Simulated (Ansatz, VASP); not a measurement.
Two plane-wave programs on CsBr

Contents of INCAR:

```
SYSTEM = CsBr
PREC     = Accurate       ! precision mode
ENCUT    = 400            ! plane-wave cutoff, eV
EDIFF    = 1E-8           ! SCF threshold, eV
ISMEAR   = -1             ! smearing method
SIGMA    = 0.02           ! smearing width, eV
LREAL    = .FALSE.        ! projectors in reciprocal space
LASPH    = .TRUE.         ! aspherical terms in the spheres
NELM     = 120            ! most SCF steps
ALGO     = Normal         ! electronic algorithm
ISIF     = 2              ! what is computed and relaxed
LWAVE    = .FALSE.        ! write WAVECAR
LCHARG   = .FALSE.        ! write CHGCAR
GGA      = PE             ! functional
LEFG     = .TRUE.       
NBANDS   = 15             ! bands
GGA_COMPAT= .FALSE.
```

The input KPOINTS:

```
Automatic mesh
0
G
  6 6 6
  0 0 0
```

POSCAR

```
CsBr
1.0
    4.2819260788      0.0000000000      0.0000000000
    0.0000000000      4.2819260788      0.0000000000
    0.0000000000      0.0000000000      4.2819260788
Cs Br
1 1
Direct
    0.0000000000      0.0000000000      0.0000000000
    0.5000000000      0.5000000000      0.5000000000
```

Input for Ansatz:

```yaml
crystal:
  lattice:
    - [4.2819260788, 0.0, 0.0]
    - [0.0, 4.2819260788, 0.0]
    - [0.0, 0.0, 4.2819260788]
  atoms:
    - { symbol: Cs, position: [0.0, 0.0, 0.0] }
    - { symbol: Br, position: [0.5, 0.5, 0.5] }
kpoints:
  mp_grid: { grid: [6, 6, 6] }
scf:
  occupations: { method: fermi_dirac, width: 0.02 }
hamiltonian:
  xc: pbe
  pseudopotentials: { kind: paw }
output:
  forces: true
  stress: true
  eigenvalues: true
  efg: { contact_densities: true }
```

Change from the starting cell: volume scaled by 0.97, PAW files.

Alike in both runs: task electric field gradients; functional PBE; k mesh 6 × 6 × 6; occupations fermi-dirac, width 0.02 eV; no spin polarisation.

```csv
,VASP,Ansatz
version,VASP 6.6.1,Ansatz 0.2.0
potentials or method,"VASP PAW PBE potentials, release 64 (Cs_sv, Br)","PAW with Ansatz's default frozen-core files, scalar-relativistic"
plane-wave cutoff (eV),400,420
valence electrons in the cell,16,16
```

Ansatz gave:

```
gap on the k mesh at the Fermi level (eV) : 4.54
pressure (GPa)                            : 1.1
```

Q: Which values does VASP return?

A: gap on the k mesh at the Fermi level (eV): 4.53; pressure (GPa): 1.1.

Neither program's run includes spin-orbit coupling.
